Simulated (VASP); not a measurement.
Crystal: Al4B3P.

```
CELL_PARAMETERS angstrom
3.02383 0.00000 0.00000
-1.51192 2.61872 0.00000
0.00000 0.00000 24.19596
ATOMIC_POSITIONS crystal
Al 0.66667 0.33333 0.35977
Al 0.00000 0.00000 0.79310
Al 0.00000 0.00000 0.20690
Al 0.00000 0.00000 0.93076
Al 0.00000 0.00000 0.06924
Al 0.33333 0.66667 0.64023
Al 0.33333 0.66667 0.45288
Al 0.66667 0.33333 0.54712
B 0.66667 0.33333 0.86339
B 0.33333 0.66667 0.86145
B 0.33333 0.66667 0.13661
B 0.66667 0.33333 0.13855
B 0.33333 0.66667 0.99952
B 0.66667 0.33333 0.00048
P 0.33333 0.66667 0.28071
P 0.66667 0.33333 0.71929
```

- Program: VASP 6.6.1
- Task: relaxation of cell and atoms
- Functional: PBE
- Potentials or basis: VASP PAW PBE potentials, release 64 (Al, B, P)
- Cutoff: 600 eV
- k mesh: 12 × 12 × 2
- Occupations: gaussian, width 0.1 eV
- Spin: no spin polarisation

At the start: pressure -0.5 GPa; volume 11.97 Å³/atom.

Q: Where does the relaxation end?

A: Over 13 steps the energy falls by 2.4 meV/atom and the volume is 11.90 Å³/atom (-0.6 %); space group P-3m1 (No. 164, to 0.1 Å) before and after.

Step by step:
```tsv
step	energy change (eV)	largest force (eV/Å)	pressure (GPa)	volume (Å³)
1	0.0000	0.1728	-0.48	191.60
2	-0.0350	0.0659	0.01	190.59
3	-0.0351	0.0823	0.04	190.53
4	-0.0364	0.0419	0.01	190.58
5	-0.0369	0.0476	-0.03	190.64
6	-0.0373	0.0277	-0.01	190.58
7	-0.0375	0.0340	0.04	190.49
8	-0.0379	0.0308	0.01	190.53
9	-0.0383	0.0272	-0.09	190.64
10	-0.0384	0.0313	-0.12	190.67
11	-0.0386	0.0150	0.10	190.32
12	-0.0386	0.0190	0.05	190.40
13	-0.0387	0.0073	0.00	190.47
```

Final structure:
```
CELL_PARAMETERS angstrom
3.03879 0.00000 0.00000
-1.51939 2.63167 0.00000
0.00000 0.00000 23.81752
ATOMIC_POSITIONS crystal
Al 0.66667 0.33333 0.36013
Al 0.00000 0.00000 0.79251
Al 0.00000 0.00000 0.20749
Al 0.00000 0.00000 0.93069
Al 0.00000 0.00000 0.06931
Al 0.33333 0.66667 0.63987
Al 0.33333 0.66667 0.45348
Al 0.66667 0.33333 0.54652
B 0.66667 0.33333 0.86308
B 0.33333 0.66667 0.86049
B 0.33333 0.66667 0.13692
B 0.66667 0.33333 0.13951
B 0.33333 0.66667 0.99933
B 0.66667 0.33333 0.00067
P 0.33333 0.66667 0.28165
P 0.66667 0.33333 0.71835
```
